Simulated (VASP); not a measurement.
# Hf (P6_3/mmc) in VASP: notebook

Aim: see how the results for Hf move with the level of theory and the settings. Levels: PBE, PBEsol. Tasks: single point.

Program: VASP 6.6.1. These are calculated values, not measurements. Logs are shortened: lines on timing, memory, paths and dates and some standing lists are left out, and cuts for length are marked.

**1. The cell of the first run**

It takes space group P6_3/mmc (No. 194, hexagonal). The conventional cell has a = 3.197 Å, b = 3.197 Å, c = 5.108 Å, α = 90.00°, β = 90.00°, γ = 120.00°. Within 4.1 Å of Hf (site symmetry -6m2) lie 12 Hf at 3.15 to 3.20 Å.

**2. Single point, PBE**

Contents of INCAR:

```
  ALGO = Fast
  EDIFF = 1E-7
  ENCUT = 520
  GGA = PE
  ISIF = 2
  ISMEAR = -1
  LASPH = True
  LCHARG = False
  LREAL = False
  LWAVE = False
  NBANDS = 17
  NELM = 100
  PREC = Accurate
  SIGMA = 0.05
```

Contents of KPOINTS:

```
k-points
0
Gamma
  8 8 5
```

Contents of POSCAR:

```
Hf
1.0
    3.1967000000      0.0000000000      0.0000000000
   -1.5983500000      2.7684234083      0.0000000000
    0.0000000000      0.0000000000      5.1083780000
Hf
2
Direct
    0.6666666667      0.3333333333      0.7500000000
    0.3333333333      0.6666666667      0.2500000000
```

Potentials or basis: VASP PAW PBE potentials, release 64 (Hf_pv).

Command:

```console
$ cat potpaw_PBE.64/Hf_pv/POTCAR > POTCAR
$ mpirun -np 1 vasp_std > vasp.out
```

OUTCAR:

```text
EDIFF = 1E-7
   ENCUT = 520
   GGA = PE
   ISIF = 2
   ISMEAR = -1
   LASPH = True
   LREAL = False
   NELM = 100
   PREC = Accurate

 ion  position               nearest neighbor table
   1  0.667  0.333  0.750-   2 3.15   2 3.15   2 3.15   2 3.15   2 3.15   2 3.15
   2  0.333  0.667  0.250-   1 3.15   1 3.15   1 3.15   1 3.15   1 3.15   1 3.15

  LATTYP: Found a hexagonal cell.
 ALAT       =     3.1967000000
 C/A-ratio  =     1.5980160791

  Lattice vectors:

 A1 = (   3.1967000000,   0.0000000000,   0.0000000000)
 A2 = (  -1.5983500000,   2.7684234083,   0.0000000000)
 A3 = (   0.0000000000,   0.0000000000,   5.1083780000)

Analysis of symmetry for initial positions (statically):
=====================================================================
 Subroutine PRICEL returns:
 Original cell was already a primitive cell.

 Routine SETGRP: Setting up the symmetry group for a
 hexagonal supercell.

 Subroutine GETGRP returns: Found 24 space group operations
 (whereof 12 operations were pure point group operations)
 out of a pool of 24 trial point group operations.

The static configuration has the point symmetry D_3d.
 The point group associated with its full space group is D_6h.

Analysis of symmetry for dynamics (positions and initial velocities):
=====================================================================
 Subroutine PRICEL returns:
 Original cell was already a primitive cell.

 Routine SETGRP: Setting up the symmetry group for a
 hexagonal supercell.

 Subroutine GETGRP returns: Found 24 space group operations
 (whereof 12 operations were pure point group operations)
 out of a pool of 24 trial point group operations.

The dynamic configuration has the point symmetry D_3d.
 The point group associated with its full space group is D_6h.

 Subroutine INISYM returns: Found 24 space group operations
 (whereof 12 operations are pure point group operations),
 and found     1 'primitive' translations

----------------------------------------------------------------------------------------

                                     Primitive cell

  volume of cell :      45.2082

  direct lattice vectors                    reciprocal lattice vectors
     3.196700000  0.000000000  0.000000000     0.312822598  0.180608211  0.000000000
    -1.598350000  2.768423408  0.000000000     0.000000000  0.361216423  0.000000000
     0.000000000  0.000000000  5.108378000     0.000000000  0.000000000  0.195756853

  length of vectors
     3.196700000  3.196700000  5.108378000     0.361216423  0.361216423  0.195756853

  position of ions in fractional coordinates (direct lattice)
     0.666666667  0.333333333  0.750000000
     0.333333333  0.666666667  0.250000000

  ion indices of the primitive-cell ions
   primitive index   ion index
                 1           1
                 2           2

----------------------------------------------------------------------------------------

 KPOINTS: k-points

Automatic generation of k-mesh.
 Grid dimensions read from file:
 generate k-points for:    8    8    5

 Generating k-lattice:

  Cartesian coordinates                     Fractional coordinates (reciprocal lattice)
     0.039102825  0.022576026  0.000000000     0.125000000 -0.000000000  0.000000000
     0.000000000  0.045152053  0.000000000     0.000000000  0.125000000  0.000000000
     0.000000000  0.000000000  0.039151371     0.000000000  0.000000000  0.200000000

  Length of vectors
     0.045152053  0.045152053  0.039151371

  Shift w.r.t. Gamma in fractional coordinates (k-lattice)
     0.000000000  0.000000000  0.000000000

 Subroutine IBZKPT returns following result:
 ===========================================

 Found     30 irreducible k-points:

 Following reciprocal coordinates:
            Coordinates               Weight
  0.000000  0.000000  0.000000      1.000000
  0.125000  0.000000  0.000000      6.000000
  0.250000  0.000000  0.000000      6.000000
  0.375000  0.000000  0.000000      6.000000
  0.500000  0.000000  0.000000      3.000000
  0.125000  0.125000  0.000000      6.000000
[... 16 lines left out ...]
  0.250000  0.000000  0.400000     12.000000
  0.375000  0.000000  0.400000     12.000000
 [... further k-points ...]
   k-points           NKPTS =     30   k-points in BZ     NKDIM =     30   number of bands    NBANDS=     17
   number of dos      NEDOS =    301   number of ions     NIONS =      2
   total plane-waves  NPLWV =  23040
   dimension x,y,z NGX =    24 NGY =   24 NGZ =   40
   dimension x,y,z NGXF=    48 NGYF=   48 NGZF=   80
   ions per type =               2
   NGX,Y,Z   is equivalent  to a cutoff of  12.48, 12.48, 13.02 a.u.
   NGXF,Y,Z  is equivalent  to a cutoff of  24.96, 24.96, 26.04 a.u.
 SYSTEM =  unknown system
   PREC   = accura    normal or accurate (medium, high low for compatibility)
   ISTART =      0    job   : 0-new  1-cont  2-samecut
   ICHARG =      2    charge: 1-file 2-atom 10-const
   ISPIN  =      1    spin polarized calculation?
   LNONCOLLINEAR =      F non collinear calculations
   LSORBIT =      F    spin-orbit coupling
   LASPH  =      T    aspherical Exc in radial PAW
   ENCUT  =  520.0 eV  38.22 Ry    6.18 a.u.   5.94  5.94  9.50*2*pi/ulx,y,z
   NELM   =    100;   NELMIN=  2; NELMDL= -5     # of ELM steps
   EDIFF  = 0.1E-06   stopping-criterion for ELM
   LREAL  =      F    real-space projection
   EDIFFG = 0.1E-05   stopping-criterion for IOM
   NSW    =      0    number of steps for IOM
   IBRION =     -1    ionic relax: 0-MD 1-quasi-New 2-CG
   NFREE  =      0    steps in history (QN), initial steepest desc. (CG)
   ISIF   =      2    stress and relaxation
   ISYM   =      2    0-nonsym 1-usesym 2-fastsym
   POTIM  = 0.5000    time-step for ionic-motion
   TEBEG  =    0.0;   TEEND  =   0.0 temperature during run
   PSTRESS=    0.0 pullay stress
   NELECT =      20.0000    total number of electrons
   NUPDOWN=      -1.0000    fix difference up-down
   EMIN   =  10.00;   EMAX   =-10.00  energy-range for DOS
   EFERMI =   0.00;   METHOD = LEGACY
   ISMEAR =    -1;   SIGMA  =   0.05  broadening in eV -4-tet -1-fermi 0-gaus
   EFERMI_NEDOS =   21; number of points for ismear=-14 and -15
   IALGO  =     68    algorithm
   IMIX   =      4    mixing-type and parameters
     AMIX     =   0.40;   BMIX     =  1.00
     AMIX_MAG =   1.60;   BMIX_MAG =  1.00
  volume/ion in A,a.u.               =      22.60       152.54
  Fermi-wavevector in a.u.,A,eV,Ry     =   1.247419  2.357280 21.171402  1.556054
  Thomas-Fermi vector in A             =   2.381552
   LORBIT       =      0    0 simple, 1 ext, 2 COOP (PROOUT), +10 PAW based schemes
   GGA     = PE    functional components
   LHFCALC =     F    Hartree Fock is set to
   AEXX    =    0.0000 exact exchange contribution
   IVDW    =     0    specifies the selected vdW correction
   LEPSILON=     F    determine dielectric tensor
   LRPA    =     F    only Hartree local field effects (RPA)
 non-spin polarized calculation
 RMM-DIIS sequential band-by-band and
  energy-cutoff  :      520.00
  volume of cell :       45.21
 maximum number of plane-waves:      1229
 NGX is ok and might be reduce to    24
   NGX = 11   NGY = 11   NGZ = 19

 number of electron      20.0000007 magnetization

 Free energy of the ion-electron system (eV)
  ---------------------------------------------------
  ext. energy  EPLUGINS =         0.00000000
  ---------------------------------------------------
  free energy    TOTEN  =       -19.85934787 eV

  energy without entropy =      -19.85044948  energy(sigma->0) =      -19.85489867

 E-fermi :   4.8630     XC(G=0): -11.2368

 val. band max:        4.8243076471   @ k =   0.1250   0.0000   0.0000
 cond. band min:       4.9340826441   @ k =   0.2500   0.2500   0.4000
 fundamental gap:      0.1097749970
 Fermi energy:         4.8630340190

 k-point     1 :       0.0000    0.0000    0.0000
  band No.  band energies     occupation
      1     -26.2320      2.00000
      2     -25.5069      2.00000
      3     -25.5069      2.00000
      4     -25.4130      2.00000
      5     -25.3896      2.00000
      6     -25.3896      2.00000
[... 9 lines left out ...]
     16       7.5372      0.00000
     17      10.1367      0.00000

 k-point     2 :       0.1250    0.0000    0.0000
  band No.  band energies     occupation
      1     -26.1938      2.00000
      2     -25.5900      2.00000
      3     -25.5339      2.00000
      4     -25.4763      2.00000
      5     -25.4299      2.00000
      6     -25.4015      2.00000
[... 9 lines left out ...]
     16       7.2510      0.00000
     17      10.4410      0.00000

 k-point     3 :       0.2500    0.0000    0.0000
  band No.  band energies     occupation
      1     -26.0907      2.00000
      2     -25.7909      2.00000
      3     -25.6756      2.00000
      4     -25.5959      2.00000
      5     -25.4812      2.00000
      6     -25.4332      2.00000
[... 9 lines left out ...]
     16       8.4252      0.00000
     17      10.8825      0.00000

 k-point     4 :       0.3750    0.0000    0.0000
  band No.  band energies     occupation
      1     -25.9906      2.00000
      2     -25.9590      2.00000
      3     -25.8625      2.00000
      4     -25.6547      2.00000
      5     -25.5608      2.00000
      6     -25.4670      2.00000
[... 9 lines left out ...]
     16      10.0229      0.00000
     17      11.1227      0.00000
[... 343 lines left out ...]
      1     -25.9591      2.00000
      2     -25.7406      2.00000
      3     -25.5310      2.00000
      4     -25.4885      2.00000
      5     -25.4795      2.00000
      6     -25.4476      2.00000
[... 9 lines left out ...]
     16       9.0330      0.00000
     17      10.0005      0.00000

 k-point    23 :       0.2500    0.0000    0.4000
  band No.  band energies     occupation
      1     -25.9889      2.00000
      2     -25.8687      2.00000
      3     -25.6425      2.00000
      4     -25.5449      2.00000
      5     -25.5402      2.00000
      6     -25.4900      2.00000
[... 9 lines left out ...]
     16       9.1307      0.00000
     17       9.9707      0.00000

 k-point    24 :       0.3750    0.0000    0.4000
  band No.  band energies     occupation
      1     -26.0921      2.00000
      2     -26.0322      2.00000
      3     -25.6698      2.00000
      4     -25.5906      2.00000
      5     -25.5729      2.00000
      6     -25.5326      2.00000
[... 9 lines left out ...]
     16      10.0916      0.00000
     17      10.5095      0.00000

 [... further k-points ...]
[... 5 lines left out ...]
  --------------------------------------------------------------------------------------
  -------------------------------------------------------------------------------------
  Total       -0.0548541     -0.0548541     -0.4759550      0.0000000      0.0000000      0.0000000
  in kB       -1.9440252     -1.9440252    -16.8678224      0.0000000      0.0000000      0.0000000
  external PRESSURE =      -6.9186243 kB  Pullay stress =       0.0000000 kB

 VOLUME and BASIS-vectors are now :
 -----------------------------------------------------------------------------
  energy-cutoff  :      520.00
  volume of cell :       45.21
      direct lattice vectors                 reciprocal lattice vectors
     3.196700000  0.000000000  0.000000000     0.312822598  0.180608211  0.000000000
    -1.598350000  2.768423408  0.000000000     0.000000000  0.361216423  0.000000000
     0.000000000  0.000000000  5.108378000     0.000000000  0.000000000  0.195756853

 POSITION                                       TOTAL-FORCE (eV/Angst)
 -----------------------------------------------------------------------------------
      1.59835      0.92281      3.83128         0.000000      0.000000      0.000000
     -0.00000      1.84562      1.27709        -0.000000     -0.000000      0.000000
 -----------------------------------------------------------------------------------
    total drift:                               -0.000000      0.000000     -0.000000

  FREE ENERGIE OF THE ION-ELECTRON SYSTEM (eV)
  ---------------------------------------------------
  free  energy   TOTEN  =       -19.8593478656 eV

  energy  without entropy=      -19.8504494827  energy(sigma->0) =      -19.85489867
```

Run time: 32 s. Hardware: 1 thread of AMD EPYC 7R43 (Zen 3), shared host; peak memory 0.12 GiB.

Results:

* Free energy: -19.8593 eV
* Pressure: -0.7 GPa
* Band gap on the k mesh: zero (band 10 reaches 6.05 eV, above the bottom of band 11 at 4.61 eV)

Stress tensor (GPa, compression positive):
```
-0.19  0.00  0.00
 0.00 -0.19  0.00
 0.00  0.00 -1.69
```

Caveat: spin-orbit coupling is left out, which moves the levels of the heavy elements.

**3. Single point, PBE**

This run uses another cell than the first one, of 22.83 Å³/atom, 1.010 times its volume.

Contents of INCAR:

```
SYSTEM = Hf
PREC = Accurate
ENCUT = 520
EDIFF = 1E-6
ISMEAR = -1
SIGMA = 0.05
LREAL = .FALSE.
LASPH = .TRUE.
NELM = 60
ALGO = Normal
ISIF = 2
LWAVE = .FALSE.
LCHARG = .FALSE.
GGA = PE
NBANDS = 17
```

Contents of KPOINTS:

```
Automatic mesh
0
G
  8 8 5
  0 0 0
```

POSCAR, as its differences from that of step 2:

```diff
@@ -4,3 +4,3 @@
    -1.5983500000      2.7684234083      0.0000000000
-    0.0000000000      0.0000000000      5.1083780000
+    0.0000000000      0.0000000000      5.1589560000
 Hf
```

Potentials or basis: VASP PAW PBE potentials, release 64 (Hf_pv).

Command:

```console
$ cat potpaw_PBE.64/Hf_pv/POTCAR > POTCAR
$ mpirun -np 1 vasp_std > vasp.out
```

Wall time 22 s (1 thread of AMD EPYC 7R43 (Zen 3), shared host); peak memory 0.12 GiB.

It converged, with:

* Free energy: -19.8520 eV
* Pressure: -1.8 GPa
* Band gap on the k mesh: zero (band 10 reaches 6.00 eV, above the bottom of band 11 at 4.56 eV)

Stress tensor (GPa, compression positive):
```
-0.83  0.00  0.00
 0.00 -0.83  0.00
 0.00  0.00 -3.58
```

Levels at points of the mesh, in eV from the Fermi level:
| k point | band 7 | band 8 | band 9 | band 10 | band 11 | band 12 | band 13 | band 14 |
| --- | --- | --- | --- | --- | --- | --- | --- | --- |
| (0.00, 0.00, 0.00) | -7.31 | -3.70 | 0.42 | 1.22 | 1.22 | 1.26 | 1.97 | 1.97 |
| (0.50, 0.00, 0.00) | -3.29 | -2.67 | -2.19 | -0.75 | 0.74 | 0.93 | 1.54 | 5.90 |

Caveat: spin-orbit coupling is left out, which moves the levels of the heavy elements.

**4. Single point, PBE**

This run uses another cell than the first one, of 23.28 Å³/atom, 1.030 times its volume.

Contents of INCAR:

```
ALGO     = Normal         # electronic algorithm
EDIFF    = 1E-6           # SCF threshold, eV
ENCUT    = 520            # plane-wave cutoff, eV
GGA      = PE             # functional
ISIF     = 2              # what is computed and relaxed
ISMEAR   = -1             # smearing method
LASPH    = T              # aspherical terms in the spheres
LCHARG   = F              # write CHGCAR
LREAL    = F              # projectors in reciprocal space
LWAVE    = F              # write WAVECAR
NBANDS   = 17             # bands
NELM     = 100            # most SCF steps
PREC     = Accurate       # precision mode
SIGMA    = 0.05           # smearing width, eV
```

Contents of KPOINTS:

```
k-points
0
Gamma
  8 8 4
```

POSCAR, as its differences from that of step 3:

```diff
@@ -4,3 +4,3 @@
    -1.5983500000      2.7684234083      0.0000000000
-    0.0000000000      0.0000000000      5.1589560000
+    0.0000000000      0.0000000000      5.2601120000
 Hf
```

Command:

```console
$ cat potpaw_PBE.64/Hf_pv/POTCAR > POTCAR
$ mpirun -np 1 vasp_std > vasp.out
```

Wall time 24 s (1 thread of AMD EPYC 7R43 (Zen 3), shared host); peak memory 0.13 GiB.

The run converged. Its results:

- Free energy: -19.8301 eV
- Pressure: -3.9 GPa
- Band gap on the k mesh: zero (band 10 reaches 5.72 eV, above the bottom of band 11 at 4.36 eV)

Stress tensor (GPa, compression positive):
```
-2.36  0.00  0.00
 0.00 -2.36  0.00
 0.00  0.00 -7.01
```

Levels at points of the mesh, in eV from the Fermi level:
| k point | band 6 | band 7 | band 8 | band 9 | band 10 | band 11 | band 12 | band 13 | band 14 | band 15 |
| --- | --- | --- | --- | --- | --- | --- | --- | --- | --- | --- |
| (0.00, 0.00, 0.00) | -30.29 | -7.21 | -3.67 | 0.24 | 1.10 | 1.28 | 1.28 | 1.96 | 1.96 | 2.88 |
| (0.50, 0.00, 0.00) | -30.39 | -3.21 | -2.59 | -2.13 | -0.68 | 0.66 | 1.09 | 1.43 | 5.93 | 6.04 |
| (0.00, 0.00, 0.50) | -30.34 | -5.42 | -5.42 | 0.00 | 0.00 | 1.24 | 1.24 | 1.24 | 1.24 | 4.64 |
| (0.50, 0.00, 0.50) | -30.47 | -3.25 | -3.25 | -0.99 | -0.99 | 1.12 | 1.12 | 2.76 | 2.76 | 5.76 |

Caveat: spin-orbit coupling is left out, which moves the levels of the heavy elements.

(Part 1 of 2 ends here.)
